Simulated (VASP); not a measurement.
System: V.

```
V
1.0
    14.00000    0.00000    0.00000
     0.00000   14.40000    0.00000
     0.00000    0.00000   14.80000
V
1
Direct
  0.50000 0.50000 0.50000
```

Program: VASP 6.6.1. Alike in all runs: task single point; potentials or basis VASP PAW PBE potentials, release 64 (V_sv); spin collinear, ferromagnetic start; cell as given; k mesh 1 × 1 × 1; cutoff (eV) 400; smearing fermi-dirac 0.01 eV.

Question: Order these runs on this cell by their band gap on the k mesh, lowest first.
A. level HSE06; grid for exact exchange (PRECFOCK) Normal; share of exact exchange 0.25; screening parameter 0.2079 1/Å
B. level PBE0; grid for exact exchange (PRECFOCK) Normal; share of exact exchange 0.25
C. level PBE

Answer: C (0.06 eV), A (2.69 eV), B (3.41 eV).

A k mesh can miss the band edges.
